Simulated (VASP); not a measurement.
# LiAu6 (Fm-3m) in VASP: further runs, part 2 of 2

VASP 6.6.1. Earlier steps stand in the parts before.

## Step 5: Relaxation of cell and atoms, PBE

INCAR

```
  ALGO = Fast
  EDIFF = 1E-6
  EDIFFG = -0.01
  ENCUT = 600
  GGA = PE
  IBRION = 2
  ISIF = 3
  ISMEAR = 0
  LASPH = T
  LCHARG = F
  LREAL = F
  LWAVE = F
  NELM = 100
  NSW = 100
  PREC = Accurate
  SIGMA = 0.1
```

KPOINTS

```
k-points
0
Gamma
  8 8 8
```

POSCAR

```
LiAu6
1.0
    0.0000000000      4.0198631000      4.0198631000
    4.0198631000      0.0000000000      4.0198631000
    4.0198631000      4.0198631000      0.0000000000
Li Au
1 6
Direct
    0.0000000000      0.0000000000      0.0000000000
    0.5000000000      0.5000000000      0.0000000000
    0.5000000000      0.0000000000      0.5000000000
    0.0000000000      0.0000000000      0.5000000000
    0.0000000000      0.5000000000      0.0000000000
    0.0000000000      0.5000000000      0.5000000000
    0.5000000000      0.0000000000      0.0000000000
```

Potentials or basis: VASP PAW PBE potentials, release 64 (Li_sv, Au).

Launch:

```bash
$ cat potpaw_PBE.64/Li_sv/POTCAR potpaw_PBE.64/Au/POTCAR > POTCAR
$ mpirun -np 1 vasp_std > vasp.out
```

OUTCAR:

```text
EDIFF = 1E-6
   EDIFFG = -0.01
   ENCUT = 600
   GGA = PE
   IBRION = 2
   ISIF = 3
   ISMEAR = 0
   LASPH = T
   LREAL = F
   NELM = 100
   NSW = 100
   PREC = Accurate

 ion  position               nearest neighbor table
   1  0.000  0.000  0.000-   4 2.84   5 2.84   7 2.84   3 2.84   4 2.84   6 2.84   2 2.84   5 2.84
                             6 2.84   2 2.84   3 2.84   7 2.84
   2  0.500  0.500  0.000-   5 2.84   7 2.84   3 2.84   6 2.84   1 2.84   3 2.84   7 2.84   1 2.84
                             5 2.84   6 2.84
   3  0.500  0.000  0.500-   4 2.84   7 2.84   1 2.84   2 2.84   7 2.84   2 2.84   6 2.84   1 2.84
                             4 2.84   6 2.84
   4  0.000  0.000  0.500-   1 2.84   3 2.84   6 2.84   1 2.84   5 2.84   7 2.84   5 2.84   6 2.84
                             3 2.84   7 2.84
   5  0.000  0.500  0.000-   1 2.84   2 2.84   6 2.84   4 2.84   6 2.84   1 2.84   4 2.84   7 2.84
                             2 2.84   7 2.84
   6  0.000  0.500  0.500-   4 2.84   5 2.84   1 2.84   2 2.84   5 2.84   1 2.84   3 2.84   4 2.84
                             2 2.84   3 2.84
   7  0.500  0.000  0.000-   1 2.84   2 2.84   3 2.84   3 2.84   4 2.84   2 2.84   5 2.84   1 2.84
                             4 2.84   5 2.84

  LATTYP: Found a face centered cubic cell.
 ALAT       =     8.0397262000

  Lattice vectors:

 A1 = (   0.0000000000,   4.0198631000,   4.0198631000)
 A2 = (   4.0198631000,   0.0000000000,   4.0198631000)
 A3 = (   4.0198631000,   4.0198631000,   0.0000000000)

Analysis of symmetry for initial positions (statically):
=====================================================================
 Subroutine PRICEL returns:
 Original cell was already a primitive cell.

 Routine SETGRP: Setting up the symmetry group for a
 face centered cubic supercell.

 Subroutine GETGRP returns: Found 48 space group operations
 (whereof 48 operations were pure point group operations)
 out of a pool of 48 trial point group operations.

The static configuration has the point symmetry O_h .

Analysis of symmetry for dynamics (positions and initial velocities):
=====================================================================
 Subroutine PRICEL returns:
 Original cell was already a primitive cell.

 Routine SETGRP: Setting up the symmetry group for a
 face centered cubic supercell.

 Subroutine GETGRP returns: Found 48 space group operations
 (whereof 48 operations were pure point group operations)
 out of a pool of 48 trial point group operations.

The dynamic configuration has the point symmetry O_h .

 Subroutine INISYM returns: Found 48 space group operations
 (whereof 48 operations are pure point group operations),
 and found     1 'primitive' translations

----------------------------------------------------------------------------------------

                                     Primitive cell

  volume of cell :     129.9163

  direct lattice vectors                    reciprocal lattice vectors
     0.000000000  4.019863100  4.019863100    -0.124382345  0.124382345  0.124382345
     4.019863100  0.000000000  4.019863100     0.124382345 -0.124382345  0.124382345
     4.019863100  4.019863100  0.000000000     0.124382345  0.124382345 -0.124382345

  length of vectors
     5.684944915  5.684944915  5.684944915     0.215436542  0.215436542  0.215436542

  position of ions in fractional coordinates (direct lattice)
     0.000000000  0.000000000  0.000000000
     0.500000000  0.500000000  0.000000000
     0.500000000  0.000000000  0.500000000
     0.000000000  0.000000000  0.500000000
[... 72 lines left out ...]
   ions per type =               1   6
   NGX,Y,Z   is equivalent  to a cutoff of  14.04, 14.04, 14.04 a.u.
   NGXF,Y,Z  is equivalent  to a cutoff of  28.07, 28.07, 28.07 a.u.
 SYSTEM =  unknown system
   PREC   = accura    normal or accurate (medium, high low for compatibility)
   ISTART =      0    job   : 0-new  1-cont  2-samecut
   ICHARG =      2    charge: 1-file 2-atom 10-const
   ISPIN  =      1    spin polarized calculation?
   LNONCOLLINEAR =      F non collinear calculations
   LSORBIT =      F    spin-orbit coupling
   LASPH  =      T    aspherical Exc in radial PAW
   ENCUT  =  600.0 eV  44.10 Ry    6.64 a.u.  11.35 11.35 11.35*2*pi/ulx,y,z
   NELM   =    100;   NELMIN=  2; NELMDL= -5     # of ELM steps
   EDIFF  = 0.1E-05   stopping-criterion for ELM
   LREAL  =      F    real-space projection
   EDIFFG = -.1E-01   stopping-criterion for IOM
   NSW    =    100    number of steps for IOM
   IBRION =      2    ionic relax: 0-MD 1-quasi-New 2-CG
   NFREE  =      1    steps in history (QN), initial steepest desc. (CG)
   ISIF   =      3    stress and relaxation
   ISYM   =      2    0-nonsym 1-usesym 2-fastsym
   POTIM  = 0.5000    time-step for ionic-motion
   TEBEG  =    0.0;   TEEND  =   0.0 temperature during run
   PSTRESS=    0.0 pullay stress
   NELECT =      69.0000    total number of electrons
   NUPDOWN=      -1.0000    fix difference up-down
   EMIN   =  10.00;   EMAX   =-10.00  energy-range for DOS
   EFERMI =   0.00;   METHOD = LEGACY
   ISMEAR =     0;   SIGMA  =   0.10  broadening in eV -4-tet -1-fermi 0-gaus
   EFERMI_NEDOS =   21; number of points for ismear=-14 and -15
   IALGO  =     68    algorithm
   IMIX   =      4    mixing-type and parameters
     AMIX     =   0.40;   BMIX     =  1.00
     AMIX_MAG =   1.60;   BMIX_MAG =  1.00
  volume/ion in A,a.u.               =      18.56       125.25
  Fermi-wavevector in a.u.,A,eV,Ry     =   1.325775  2.505352 23.914691  1.757680
  Thomas-Fermi vector in A             =   2.455211
   LORBIT       =      0    0 simple, 1 ext, 2 COOP (PROOUT), +10 PAW based schemes
   GGA     = PE    functional components
   LHFCALC =     F    Hartree Fock is set to
   AEXX    =    0.0000 exact exchange contribution
   IVDW    =     0    specifies the selected vdW correction
   LEPSILON=     F    determine dielectric tensor
   LRPA    =     F    only Hartree local field effects (RPA)
 conjugate gradient relaxation of ions
 non-spin polarized calculation
 RMM-DIIS sequential band-by-band and
 Gauss-broadening in eV      SIGMA  =   0.10
  energy-cutoff  :      600.00
  volume of cell :      129.92
 maximum number of plane-waves:      4364
 NGX is ok and might be reduce to    48
   NGX = 23   NGY = 23   NGZ = 23

--------------------------------------- Ionic step        1  -------------------------------------------

 number of electron      68.9999994 magnetization

 Free energy of the ion-electron system (eV)
  ---------------------------------------------------
  ext. energy  EPLUGINS =         0.00000000
  ---------------------------------------------------
  free energy    TOTEN  =       -22.52550503 eV

  energy without entropy =      -22.51610270  energy(sigma->0) =      -22.52080387

------------------------ aborting loop because EDIFF is reached ----------------------------------------

  FORCE on cell =-STRESS in cart. coord.  units (eV):
  Direction    XX          YY          ZZ          XY          YZ          ZX
  --------------------------------------------------------------------------------------
  -------------------------------------------------------------------------------------
  Total       -0.1034308     -0.1034308     -0.1034308      0.0000000     -0.0000000     -0.0000000
  in kB       -1.2755471     -1.2755471     -1.2755471      0.0000000     -0.0000000     -0.0000000
  external PRESSURE =      -1.2755471 kB  Pullay stress =       0.0000000 kB
[... 69 lines left out ...]
--------------------------------------- Ionic step        3  -------------------------------------------

 number of electron      68.9999995 magnetization

 Free energy of the ion-electron system (eV)
  ---------------------------------------------------
  ext. energy  EPLUGINS =         0.00000000
  ---------------------------------------------------
  free energy    TOTEN  =       -22.52559209 eV

  energy without entropy =      -22.51618405  energy(sigma->0) =      -22.52088807

 E-fermi :   6.8342     XC(G=0): -11.4127

 val. band max:        6.8215805398   @ k =   0.3750   0.1250   0.0000
 cond. band min:       7.0434999882   @ k =   0.1250   0.0000   0.0000
 fundamental gap:      0.2219194484
 Fermi energy:         6.8342016085

 k-point     1 :       0.0000    0.0000    0.0000
  band No.  band energies     occupation
      1     -38.8398      2.00000
      2      -1.7996      2.00000
      3       0.4425      2.00000
      4       0.4425      2.00000
      5       0.4425      2.00000
      6       0.4601      2.00000
[... 1045 lines left out ...]
     40      11.6651      0.00000
     41      11.8310      0.00000

 [... further k-points ...]

------------------------ aborting loop because EDIFF is reached ----------------------------------------

  FORCE on cell =-STRESS in cart. coord.  units (eV):
  Direction    XX          YY          ZZ          XY          YZ          ZX
  --------------------------------------------------------------------------------------
  -------------------------------------------------------------------------------------
  Total        0.0073651      0.0073651      0.0073651      0.0000000     -0.0000000      0.0000000
  in kB        0.0909606      0.0909606      0.0909606      0.0000000     -0.0000000      0.0000000
  external PRESSURE =       0.0909606 kB  Pullay stress =       0.0000000 kB
[... 22 lines left out ...]
  FREE ENERGIE OF THE ION-ELECTRON SYSTEM (eV)
  ---------------------------------------------------
  free  energy   TOTEN  =       -22.5255920890 eV

  energy  without entropy=      -22.5161840538  energy(sigma->0) =      -22.52088807

 reached required accuracy - stopping structural energy minimisation
```

Run time: 6.5 min. Hardware: 1 thread of Intel Xeon Platinum 8559C (Emerald Rapids), shared host; peak memory 0.42 GiB.

What came out:

| Quantity | Value |
| --- | --- |
| Free energy | -22.5256 eV |
| Relaxed volume | 18.53 Å³/atom |
| Relaxed cell | a = 5.682 Å, b = 5.682 Å, c = 5.682 Å, α = 60.00°, β = 60.00°, γ = 60.00° |
| Space group after relaxing (to 0.1 Å) | Fm-3m (No. 225) |
| Energy gained by relaxing | 0.0 meV/atom |
| Ionic steps | 3 |
| Pressure after relaxing | 0.0 GPa |
| Band gap on the k mesh | zero (an odd number of electrons rules out a gap without spin polarisation) |

Final structure:
```xyz
7
Lattice="0.0000 4.0179 4.0179 4.0179 0.0000 4.0179 4.0179 4.0179 0.0000" Properties=species:S:1:pos:R:3 pbc="T T T"
Li    0.0000    0.0000    0.0000
Au    2.0090    2.0090    4.0179
Au    2.0090    4.0179    2.0090
Au    2.0090    2.0090    0.0000
Au    2.0090    0.0000    2.0090
Au    4.0179    2.0090    2.0090
Au    0.0000    2.0090    2.0090
```

Levels at points of the mesh, in eV from the Fermi level:
```csv
k point,band 30,band 31,band 32,band 33,band 34,band 35,band 36,band 37,band 38,band 39
"(0.00, 0.00, 0.00)",-1.19,-1.19,-1.19,-0.56,0.25,0.25,0.25,2.53,2.53,2.53
"(0.50, 0.00, 0.00)",-2.69,-2.69,-1.45,-1.39,1.37,1.37,1.46,1.84,1.84,1.95
"(0.50, 0.50, 0.00)",-2.86,-2.58,-2.39,-2.19,-1.19,0.49,0.49,0.81,6.02,6.02
```

Caveat: the cutoff is under 1.25 times the usual one of these potentials, so pressure, stress and relaxed cells hold a basis-set (Pulay) error; spin-orbit coupling is left out, which moves the levels of the heavy elements.

## Step 6: Relaxation of cell and atoms, PBE

INCAR

```
PREC = Accurate
ENCUT = 600
EDIFF = 1E-6
ISMEAR = -1
SIGMA = 0.15
LREAL = F
LASPH = T
NELM = 100
ALGO = Fast
ISIF = 3
LWAVE = F
LCHARG = F
GGA = PE
IBRION = 2
NSW = 80
EDIFFG = -0.001
```

KPOINTS

```
Automatic mesh
0
Gamma
  8 8 8
```

POSCAR is that of step 5.

Potentials or basis: VASP PAW PBE potentials, release 64 (Li_sv, Au).

Launch:

```bash
$ cat potpaw_PBE.64/Li_sv/POTCAR potpaw_PBE.64/Au/POTCAR > POTCAR
$ mpirun -np 1 vasp_std > vasp.out
```

OUTCAR:

```text
PREC = Accurate
   ENCUT = 600
   EDIFF = 1E-6
   ISMEAR = -1
   LREAL = F
   LASPH = T
   NELM = 100
   ISIF = 3
   GGA = PE
   IBRION = 2
   NSW = 80
   EDIFFG = -0.001

 ion  position               nearest neighbor table
   1  0.000  0.000  0.000-   4 2.84   5 2.84   7 2.84   3 2.84   4 2.84   6 2.84   2 2.84   5 2.84
                             6 2.84   2 2.84   3 2.84   7 2.84
   2  0.500  0.500  0.000-   5 2.84   7 2.84   3 2.84   6 2.84   1 2.84   3 2.84   7 2.84   1 2.84
                             5 2.84   6 2.84
   3  0.500  0.000  0.500-   4 2.84   7 2.84   1 2.84   2 2.84   7 2.84   2 2.84   6 2.84   1 2.84
                             4 2.84   6 2.84
   4  0.000  0.000  0.500-   1 2.84   3 2.84   6 2.84   1 2.84   5 2.84   7 2.84   5 2.84   6 2.84
                             3 2.84   7 2.84
   5  0.000  0.500  0.000-   1 2.84   2 2.84   6 2.84   4 2.84   6 2.84   1 2.84   4 2.84   7 2.84
                             2 2.84   7 2.84
   6  0.000  0.500  0.500-   4 2.84   5 2.84   1 2.84   2 2.84   5 2.84   1 2.84   3 2.84   4 2.84
                             2 2.84   3 2.84
   7  0.500  0.000  0.000-   1 2.84   2 2.84   3 2.84   3 2.84   4 2.84   2 2.84   5 2.84   1 2.84
                             4 2.84   5 2.84

  LATTYP: Found a face centered cubic cell.
 ALAT       =     8.0397262000

  Lattice vectors:

 A1 = (   0.0000000000,   4.0198631000,   4.0198631000)
 A2 = (   4.0198631000,   0.0000000000,   4.0198631000)
 A3 = (   4.0198631000,   4.0198631000,   0.0000000000)

Analysis of symmetry for initial positions (statically):
=====================================================================
 Subroutine PRICEL returns:
 Original cell was already a primitive cell.

 Routine SETGRP: Setting up the symmetry group for a
 face centered cubic supercell.

 Subroutine GETGRP returns: Found 48 space group operations
 (whereof 48 operations were pure point group operations)
 out of a pool of 48 trial point group operations.

The static configuration has the point symmetry O_h .

Analysis of symmetry for dynamics (positions and initial velocities):
=====================================================================
 Subroutine PRICEL returns:
 Original cell was already a primitive cell.

[... 151 lines left out ...]
  energy-cutoff  :      600.00
  volume of cell :      129.92
 maximum number of plane-waves:      4364
 NGX is ok and might be reduce to    48
   NGX = 23   NGY = 23   NGZ = 23

--------------------------------------- Ionic step        1  -------------------------------------------

 number of electron      68.9999994 magnetization

 Free energy of the ion-electron system (eV)
  ---------------------------------------------------
  ext. energy  EPLUGINS =         0.00000000
  ---------------------------------------------------
  free energy    TOTEN  =       -22.57503862 eV

  energy without entropy =      -22.46139591  energy(sigma->0) =      -22.51821726

------------------------ aborting loop because EDIFF is reached ----------------------------------------

  FORCE on cell =-STRESS in cart. coord.  units (eV):
  Direction    XX          YY          ZZ          XY          YZ          ZX
  --------------------------------------------------------------------------------------
  -------------------------------------------------------------------------------------
  Total       -0.0922129     -0.0922129     -0.0922129     -0.0000000      0.0000000      0.0000000
  in kB       -1.1372045     -1.1372045     -1.1372045     -0.0000000      0.0000000      0.0000000
  external PRESSURE =      -1.1372045 kB  Pullay stress =       0.0000000 kB
[... 110 lines left out ...]
--------------------------------------- Ionic step        4  -------------------------------------------

 number of electron      68.9999995 magnetization

 Free energy of the ion-electron system (eV)
  ---------------------------------------------------
  ext. energy  EPLUGINS =         0.00000000
  ---------------------------------------------------
  free energy    TOTEN  =       -22.57510722 eV

  energy without entropy =      -22.46166354  energy(sigma->0) =      -22.51838538

 E-fermi :   6.9151     XC(G=0): -11.4114

 val. band max:        6.8180392069   @ k =   0.3750   0.1250   0.0000
 cond. band min:       7.0414628017   @ k =   0.1250   0.0000   0.0000
 fundamental gap:      0.2234235948
 Fermi energy:         6.9151210998

 k-point     1 :       0.0000    0.0000    0.0000
  band No.  band energies     occupation
      1     -38.8311      2.00000
      2      -1.8018      2.00000
      3       0.4395      2.00000
      4       0.4395      2.00000
      5       0.4395      2.00000
      6       0.4583      2.00000
[... 1045 lines left out ...]
     40      11.6606      0.00000
     41      11.8246      0.00000

 [... further k-points ...]

------------------------ aborting loop because EDIFF is reached ----------------------------------------

  FORCE on cell =-STRESS in cart. coord.  units (eV):
  Direction    XX          YY          ZZ          XY          YZ          ZX
  --------------------------------------------------------------------------------------
  -------------------------------------------------------------------------------------
  Total        0.0010098      0.0010098      0.0010098      0.0000000     -0.0000000     -0.0000000
  in kB        0.0124674      0.0124674      0.0124674      0.0000000     -0.0000000     -0.0000000
  external PRESSURE =       0.0124674 kB  Pullay stress =       0.0000000 kB
[... 22 lines left out ...]
  FREE ENERGIE OF THE ION-ELECTRON SYSTEM (eV)
  ---------------------------------------------------
  free  energy   TOTEN  =       -22.5751072164 eV

  energy  without entropy=      -22.4616635400  energy(sigma->0) =      -22.51838538

 reached required accuracy - stopping structural energy minimisation
```

It took 7.9 min on 1 thread of Intel Xeon Platinum 8559C (Emerald Rapids), shared host; peak memory 0.41 GiB.

Results:

- Free energy: -22.5751 eV
- Relaxed volume: 18.54 Å³/atom
- Relaxed cell: a = 5.683 Å, b = 5.683 Å, c = 5.683 Å, α = 60.00°, β = 60.00°, γ = 60.00°
- Space group after relaxing (to 0.1 Å): Fm-3m (No. 225)
- Energy gained by relaxing: 0.0 meV/atom
- Ionic steps: 4
- Pressure after relaxing: 0.0 GPa
- Band gap on the k mesh: zero (an odd number of electrons rules out a gap without spin polarisation)

Final structure:
```
Li Au
1.0
     0.00000    4.01829    4.01829
     4.01829    0.00000    4.01829
     4.01829    4.01829    0.00000
Li Au
1 6
Direct
  0.00000 0.00000 0.00000
  0.50000 0.50000 0.00000
  0.50000 0.00000 0.50000
  0.00000 0.00000 0.50000
  0.00000 0.50000 0.00000
  0.00000 0.50000 0.50000
  0.50000 0.00000 0.00000
```

Levels at points of the mesh, in eV from the Fermi level:
```tsv
k point	band 30	band 31	band 32	band 33	band 34	band 35	band 36	band 37	band 38	band 39
(0.00, 0.00, 0.00)	-1.28	-1.28	-1.28	-0.64	0.17	0.17	0.17	2.45	2.45	2.45
(0.50, 0.00, 0.00)	-2.77	-2.77	-1.53	-1.48	1.29	1.29	1.38	1.75	1.75	1.86
(0.50, 0.50, 0.00)	-2.94	-2.66	-2.47	-2.28	-1.28	0.40	0.40	0.73	5.94	5.94
```

Caveat: the cutoff is under 1.25 times the usual one of these potentials, so pressure, stress and relaxed cells hold a basis-set (Pulay) error; spin-orbit coupling is left out, which moves the levels of the heavy elements.

## Step 7: Overview

```tsv
task	cell	k mesh	cutoff (eV)	smearing	gap on the mesh (eV)	pressure (GPa)	relaxed volume (Å³/atom)
single point	as given	4 × 4 × 4	520	gaussian 0.1 eV	none	-	-
single point	as given	8 × 8 × 8	520	gaussian 0.1 eV	none	-	-
single point	as given	8 × 8 × 8	520	fermi-dirac 0.15 eV	none	-	-
relaxation of cell and atoms	relaxed	8 × 8 × 8	600	gaussian 0.1 eV	none	0.0	18.53
relaxation of cell and atoms	relaxed	8 × 8 × 8	600	fermi-dirac 0.15 eV	none	0.0	18.54
```

Alike in all rows: level PBE; potentials or basis VASP PAW PBE potentials, release 64 (Li_sv, Au); no spin polarisation.

Caveats: the cutoff is under 1.25 times the usual one of these potentials, so pressure, stress and relaxed cells hold a basis-set (Pulay) error; spin-orbit coupling is left out, which moves the levels of the heavy elements.

Absolute energies hang on the potentials; compare differences alone.

The gap in the log of VASP goes by the Fermi energy; the results here count the filled bands.